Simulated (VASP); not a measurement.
# SrTiO3 (P4/mmm) in VASP: further runs, part 2 of 2

VASP 6.6.1. The steps go on from the part before.

### Step 3. Single point, PBE

This run uses another cell than the first one, of 12.03 Å³/atom.

The input, INCAR:

```
ALGO     = Normal         # electronic algorithm
EDIFF    = 1E-6           # SCF threshold, eV
ENCUT    = 520            # plane-wave cutoff, eV
GGA      = PE             # functional
ISIF     = 2              # what is computed and relaxed
ISMEAR   = 0              # smearing method
LASPH    = T              # aspherical terms in the spheres
LCHARG   = T              # write CHGCAR
LELF     = T              # ELF
LREAL    = F              # projectors in reciprocal space
LVHAR    = T            
LWAVE    = F              # write WAVECAR
NBANDS   = 28             # bands
NELM     = 100            # most SCF steps
PREC     = Accurate       # precision mode
SIGMA    = 0.02           # smearing width, eV
```

The input, KPOINTS:

```
k-points
0
Gamma
  7 7 7
```

The input, POSCAR:

```
SrTiO3
1.0
    3.8677060746      0.0000000000      0.0000000000
    0.0000000000      3.8677060746      0.0000000000
    0.0000000000      0.0000000000      4.0204531170
Sr Ti O
1 1 3
Direct
    0.0000000000      0.0000000000      0.0000000000
    0.5000000000      0.5000000000      0.5000000000
    0.5000000000      0.5000000000      0.0000000000
    0.0000000000      0.5000000000      0.5000000000
    0.5000000000      0.0000000000      0.5000000000
```

Potentials or basis: VASP PAW PBE potentials, release 64 (Sr_sv, Ti_sv, O).

Run with:

```bash
$ cat potpaw_PBE.64/Sr_sv/POTCAR potpaw_PBE.64/Ti_sv/POTCAR potpaw_PBE.64/O/POTCAR > POTCAR
$ mpirun -np 1 vasp_std > vasp.out
```

OUTCAR:

```text
EDIFF = 1E-6
   ENCUT = 520
   GGA = PE
   ISIF = 2
   ISMEAR = 0
   LASPH = T
   LREAL = F
   NELM = 100
   PREC = Accurate

 ion  position               nearest neighbor table
   1  0.000  0.000  0.000-   3 2.73   3 2.73   3 2.73   3 2.73   5 2.79   4 2.79   4 2.79   4 2.79
                             5 2.79   5 2.79   5 2.79   4 2.79   2 3.39   2 3.39   2 3.39   2 3.39
   2  0.500  0.500  0.500-   4 1.93   5 1.93   5 1.93   4 1.93   3 2.01   3 2.01   1 3.39   1 3.39
                             1 3.39   1 3.39   1 3.39   1 3.39   1 3.39   1 3.39
   3  0.500  0.500  0.000-   2 2.01   2 2.01   1 2.73   1 2.73   1 2.73   1 2.73
   4  0.000  0.500  0.500-   2 1.93   2 1.93   1 2.79   1 2.79   1 2.79   1 2.79
   5  0.500  0.000  0.500-   2 1.93   2 1.93   1 2.79   1 2.79   1 2.79   1 2.79

  LATTYP: Found a simple tetragonal cell.
 ALAT       =     3.8677060746
 C/A-ratio  =     1.0394929293

  Lattice vectors:

 A1 = (   3.8677060746,   0.0000000000,   0.0000000000)
 A2 = (   0.0000000000,   3.8677060746,   0.0000000000)
 A3 = (   0.0000000000,   0.0000000000,   4.0204531170)

Analysis of symmetry for initial positions (statically):
[... 181 lines left out ...]

 val. band max:        4.0377560226   @ k =   0.4286   0.4286   0.4286
 cond. band min:       5.9022688058   @ k =   0.0000   0.0000   0.0000
 fundamental gap:      1.8645127832
 Fermi energy:         4.2119097798

 k-point     1 :       0.0000    0.0000    0.0000
  band No.  band energies     occupation
      1     -52.4175      2.00000
      2     -28.7349      2.00000
      3     -28.6673      2.00000
      4     -28.6673      2.00000
      5     -28.6441      2.00000
      6     -13.3335      2.00000
[... 733 lines left out ...]
     27      12.3247      0.00000
     28      12.6373      0.00000

 [... further k-points ...]

------------------------ aborting loop because EDIFF is reached ----------------------------------------

  FORCE on cell =-STRESS in cart. coord.  units (eV):
  Direction    XX          YY          ZZ          XY          YZ          ZX
  --------------------------------------------------------------------------------------
  -------------------------------------------------------------------------------------
  Total        2.4286923      2.4286923     -0.7918462      0.0000000      0.0000000      0.0000000
  in kB       64.6995326     64.6995326    -21.0945113      0.0000000      0.0000000      0.0000000
  external PRESSURE =      36.1015180 kB  Pullay stress =       0.0000000 kB

 VOLUME and BASIS-vectors are now :
 -----------------------------------------------------------------------------
  energy-cutoff  :      520.00
  volume of cell :       60.14
      direct lattice vectors                 reciprocal lattice vectors
     3.867706075  0.000000000  0.000000000     0.258551188  0.000000000  0.000000000
     0.000000000  3.867706075  0.000000000     0.000000000  0.258551188  0.000000000
     0.000000000  0.000000000  4.020453117     0.000000000  0.000000000  0.248728183

 POSITION                                       TOTAL-FORCE (eV/Angst)
 -----------------------------------------------------------------------------------
      0.00000      0.00000      0.00000         0.000000      0.000000      0.000000
      1.93385      1.93385      2.01023         0.000000      0.000000      0.000000
      1.93385      1.93385      0.00000         0.000000      0.000000      0.000000
      0.00000      1.93385      2.01023         0.000000      0.000000      0.000000
      1.93385      0.00000      2.01023         0.000000      0.000000      0.000000
 -----------------------------------------------------------------------------------
    total drift:                                0.000000      0.000000     -0.000000

  FREE ENERGIE OF THE ION-ELECTRON SYSTEM (eV)
  ---------------------------------------------------
  free  energy   TOTEN  =       -40.0500519040 eV

  energy  without entropy=      -40.0500519040  energy(sigma->0) =      -40.05005190
```

OSZICAR:

```text
N       E                     dE             d eps       ncg     rms          rms(c)
DAV:   1     0.428848887693E+03    0.42885E+03   -0.21360E+04  2240   0.159E+03
DAV:   2    -0.665000191176E+01   -0.43550E+03   -0.41586E+03  2580   0.438E+02
DAV:   3    -0.482878012395E+02   -0.41638E+02   -0.41358E+02  3088   0.132E+02
DAV:   4    -0.503168939951E+02   -0.20291E+01   -0.20248E+01  3340   0.248E+01
DAV:   5    -0.503742824324E+02   -0.57388E-01   -0.57374E-01  3072   0.338E+00    0.264E+01
DAV:   6    -0.401080873106E+02    0.10266E+02   -0.52810E+01  3196   0.644E+01    0.144E+01
DAV:   7    -0.401345065917E+02   -0.26419E-01   -0.80912E+00  2936   0.212E+01    0.108E+01
DAV:   8    -0.401094721855E+02    0.25034E-01   -0.14189E+00  2704   0.123E+01    0.299E+00
DAV:   9    -0.400630820890E+02    0.46390E-01   -0.32004E-01  2904   0.502E+00    0.124E+00
DAV:  10    -0.400546803273E+02    0.84018E-02   -0.86553E-02  2872   0.214E+00    0.658E-01
DAV:  11    -0.400501080173E+02    0.45723E-02   -0.18817E-02  3500   0.137E+00    0.162E-01
DAV:  12    -0.400500724063E+02    0.35611E-04   -0.13214E-03  2720   0.332E-01    0.120E-01
DAV:  13    -0.400500662432E+02    0.61630E-05   -0.21454E-04  3572   0.142E-01    0.623E-02
DAV:  14    -0.400500513048E+02    0.14938E-04   -0.22937E-04  2616   0.107E-01    0.241E-02
DAV:  15    -0.400500522068E+02   -0.90208E-06   -0.18612E-05  3076   0.364E-02    0.127E-02
DAV:  16    -0.400500519040E+02    0.30284E-06   -0.42073E-06  2512   0.216E-02
   1 F= -.40050052E+02 E0= -.40050052E+02  d E =-.309301E-36
```

It took 75 s on 1 thread of Intel Xeon Platinum 8259CL at 2.50GHz (Skylake/Cascade Lake), shared host; peak memory 0.21 GiB.

What came out:

| Property | Result |
| --- | --- |
| Free energy | -40.0501 eV |
| Pressure | 3.6 GPa |
| Band gap on the k mesh | 1.86 eV (least direct gap 2.17 eV) |

Stress tensor (GPa, compression positive):
```
 6.47  0.00  0.00
 0.00  6.47  0.00
 0.00  0.00 -2.11
```

Levels at points of the mesh, in eV from the valence-band top:
```
           k point  band 16  band 17  band 18  band 19  band 20  band 21  band 22  band 23  band 24  band 25
(0.00, 0.00, 0.00)    -1.06    -1.06    -0.34    -0.30    -0.30     1.86     1.86     1.93     4.11     4.44
```

Caveat: the stress differs along the axes, from -2 to 6 GPa. A k mesh can miss the band edges.
